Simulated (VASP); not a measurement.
# Ti (P6/mmm) in VASP: further runs, part 2 of 2

VASP 6.6.1.

## (3) Single point, r2SCAN

This run uses another cell than the first one, of 17.02 Å³/atom.

POSCAR

```
Ti
1.0
    4.5682762610      0.0000000000      0.0000000000
   -2.2841381305      3.9562432936      0.0000000000
    0.0000000000      0.0000000000      2.8244430460
Ti
3
Direct
    0.0000000000      0.0000000000      0.0000000000
    0.3333333333      0.6666666667      0.5000000000
    0.6666666667      0.3333333333      0.5000000000
```

INCAR.step1

```
ALGO = Normal ; EDIFF = 1E-4
ENCUT = 520 ; GGA = PE
ISMEAR = 0 ; LASPH = True
LCHARG = False ; LREAL = False
LWAVE = True ; NBANDS = 25
NELM = 100 ; PREC = Accurate
SIGMA = 0.1
```

INCAR.step2

```
ALGO = Normal ; EDIFF = 1E-6
ENCUT = 520 ; ISIF = 2
ISMEAR = 0 ; ISTART = 1
LASPH = True ; LCHARG = True
LELF = True ; LMIXTAU = True
LREAL = False ; LVHAR = True
LWAVE = False ; METAGGA = R2SCAN
NBANDS = 25 ; NELM = 100
PREC = Accurate ; SIGMA = 0.1
```

KPOINTS

```
k-points
0
Gamma
  12 12 14
```

Potentials or basis: VASP PAW PBE potentials, release 64 (Ti_sv).

Launch:

```console
cat potpaw_PBE.64/Ti_sv/POTCAR > POTCAR
cp INCAR.step1 INCAR
mpirun -np 1 vasp_std > vasp.out
cp INCAR.step2 INCAR
mpirun -np 1 vasp_std > vasp.out
```

OUTCAR:

```text
EDIFF = 1E-6
   ENCUT = 520
   ISIF = 2
   ISMEAR = 0
   ISTART = 1
   LASPH = True
   LREAL = False
   METAGGA = R2SCAN
   NELM = 100
   PREC = Accurate

 ion  position               nearest neighbor table
   1  0.000  0.000  0.000-
   2  0.333  0.667  0.500-   3 2.64   3 2.64   3 2.64
   3  0.667  0.333  0.500-   2 2.64   2 2.64   2 2.64

  LATTYP: Found a hexagonal cell.
[... 866 lines left out ...]

------------------------ aborting loop because EDIFF is reached ----------------------------------------

  FORCE on cell =-STRESS in cart. coord.  units (eV):
  Direction    XX          YY          ZZ          XY          YZ          ZX
  --------------------------------------------------------------------------------------
  -------------------------------------------------------------------------------------
  Total        0.1387614      0.1387614      0.1210579      0.0000000      0.0000000      0.0000000
  in kB        4.3552306      4.3552306      3.7995798      0.0000000      0.0000000      0.0000000
  external PRESSURE =       4.1700137 kB  Pullay stress =       0.0000000 kB

 VOLUME and BASIS-vectors are now :
 -----------------------------------------------------------------------------
  energy-cutoff  :      520.00
  volume of cell :       51.05
      direct lattice vectors                 reciprocal lattice vectors
     4.568276261  0.000000000  0.000000000     0.218900947  0.126382521  0.000000000
    -2.284138131  3.956243294  0.000000000     0.000000000  0.252765041  0.000000000
     0.000000000  0.000000000  2.824443046     0.000000000  0.000000000  0.354052103

 POSITION                                       TOTAL-FORCE (eV/Angst)
 -----------------------------------------------------------------------------------
      0.00000      0.00000      0.00000         0.000000      0.000000     -0.000000
     -0.00000      2.63750      1.41222        -0.000000      0.000000      0.000000
      2.28414      1.31875      1.41222         0.000000     -0.000000     -0.000000
 -----------------------------------------------------------------------------------
    total drift:                                0.000000      0.000000     -0.000000

  FREE ENERGIE OF THE ION-ELECTRON SYSTEM (eV)
  ---------------------------------------------------
  free  energy   TOTEN  =       -38.9050160130 eV

  energy  without entropy=      -38.8946145873  energy(sigma->0) =      -38.89981530
```

OUTCAR.step1:

```text
EDIFF = 1E-4
   ENCUT = 520
   GGA = PE
   ISMEAR = 0
[... 899 lines left out ...]
      0.00000      0.00000      0.00000         0.000000      0.000000     -0.000000
     -0.00000      2.63750      1.41222        -0.000000     -0.000000      0.000000
      2.28414      1.31875      1.41222         0.000000      0.000000     -0.000000
 -----------------------------------------------------------------------------------
    total drift:                                0.000000      0.000000     -0.000000

  FREE ENERGIE OF THE ION-ELECTRON SYSTEM (eV)
  ---------------------------------------------------
  free  energy   TOTEN  =       -23.5284442078 eV

  energy  without entropy=      -23.5148687113  energy(sigma->0) =      -23.52165646
```

Wall time 5.6 min (1 thread of Intel Xeon 6975P-C (Granite Rapids), shared host); peak memory 0.28 GiB.

Results:

* Free energy: -38.9050 eV
* Pressure: 0.4 GPa
* Band gap on the k mesh: zero (bands 18 and 19 overlap by 0.22 eV)

Levels at points of the mesh, in eV from the Fermi level:
```tsv
k point	band 14	band 15	band 16	band 17	band 18	band 19	band 20	band 21	band 22	band 23
(0.00, 0.00, 0.00)	-2.03	-0.80	-0.80	-0.77	-0.77	0.02	0.82	1.44	1.44	1.96
(0.50, 0.00, 0.00)	-3.87	-2.77	-0.42	-0.35	-0.35	0.09	0.63	0.94	1.16	2.06
(0.00, 0.00, 0.50)	-2.20	-2.20	-1.98	-1.79	-1.79	1.14	1.14	1.39	1.39	3.19
(0.50, 0.00, 0.50)	-2.25	-1.82	-1.28	-0.85	-0.75	0.46	0.92	0.92	1.16	2.39
```

Caveat: the PAW data sets were made with another functional, which shifts forces and pressure a little.

## (4) Single point, r2SCAN

This run uses another cell than the first one, of 17.23 Å³/atom.

POSCAR

```
Ti
1.0
    4.6000000000      0.0000000000      0.0000000000
   -2.3000000000      3.9837168574      0.0000000000
    0.0000000000      0.0000000000      2.8200000000
Ti
3
Direct
    0.0000000000      0.0000000000      0.0000000000
    0.3333333333      0.6666666667      0.5000000000
    0.6666666667      0.3333333333      0.5000000000
```

INCAR.step1

```
SYSTEM = Ti
PREC = Accurate
ENCUT = 520
ISMEAR = 0
SIGMA = 0.1
LREAL = .False.
LASPH = .True.
NELM = 60
NBANDS = 25
GGA = PE
ALGO = Normal
EDIFF = 1E-4
LWAVE = .True.
LCHARG = .False.
```

INCAR.step2

```
SYSTEM = Ti
PREC = Accurate
ENCUT = 520
EDIFF = 1E-6
ISMEAR = 0
SIGMA = 0.1
LREAL = .False.
LASPH = .True.
NELM = 60
ALGO = Normal
ISIF = 2
LWAVE = .False.
LCHARG = .False.
METAGGA = R2SCAN
LMIXTAU = .True.
NBANDS = 25
ISTART = 1
```

KPOINTS

```
regular mesh
0
Gamma
  12 12 14
  0 0 0
```

Launch:

```console
cat potpaw_PBE.64/Ti_sv/POTCAR > POTCAR
cp INCAR.step1 INCAR
mpirun -np 1 vasp_std > vasp.out
cp INCAR.step2 INCAR
mpirun -np 1 vasp_std > vasp.out
```

Run time: 5.9 min. Hardware: 1 thread of Intel Xeon 6975P-C (Granite Rapids), shared host; peak memory 0.28 GiB.

It converged, with:

- Free energy: -38.9030 eV
- Pressure: -1.0 GPa
- Band gap on the k mesh: zero (bands 18 and 19 overlap by 0.19 eV)

Stress tensor (GPa, compression positive):
```
-1.48  0.00  0.00
 0.00 -1.48  0.00
 0.00  0.00  0.11
```

Levels at points of the mesh, in eV from the Fermi level:
```tsv
k point	band 14	band 15	band 16	band 17	band 18	band 19	band 20	band 21	band 22	band 23
(0.00, 0.00, 0.00)	-1.98	-0.79	-0.79	-0.77	-0.77	-0.02	0.77	1.42	1.42	1.99
(0.50, 0.00, 0.00)	-3.87	-2.73	-0.40	-0.35	-0.35	0.08	0.59	0.86	1.23	2.09
(0.00, 0.00, 0.50)	-2.15	-2.15	-1.93	-1.74	-1.74	1.10	1.10	1.39	1.39	3.15
(0.50, 0.00, 0.50)	-2.22	-1.79	-1.25	-0.83	-0.69	0.46	0.91	0.93	1.15	2.36
```

Caveat: the PAW data sets were made with another functional, which shifts forces and pressure a little.

## (5) The runs side by side

| cell | gap on the mesh (eV) | pressure (GPa) |
| --- | --- | --- |
| a = 4.519, b = 4.519, c = 2.800 Å, angles 90.0, 90.0, 120.0°, 3 atoms | none | 4.2 |
| a = 4.568, b = 4.568, c = 2.824 Å, angles 90.0, 90.0, 120.0°, 3 atoms | none | 0.4 |
| a = 4.600, b = 4.600, c = 2.820 Å, angles 90.0, 90.0, 120.0°, 3 atoms | none | -1.0 |

Alike in all rows: task single point; level r2SCAN; potentials or basis VASP PAW PBE potentials, release 64 (Ti_sv); no spin polarisation; k mesh 12 × 12 × 14; cutoff (eV) 520; smearing gaussian 0.1 eV.

Caveats: the PAW data sets were made with another functional, which shifts forces and pressure a little; the cell stands under pressure (at least some runs).

Total energies depend on the potentials used, so only differences within one code and one set of settings carry meaning.
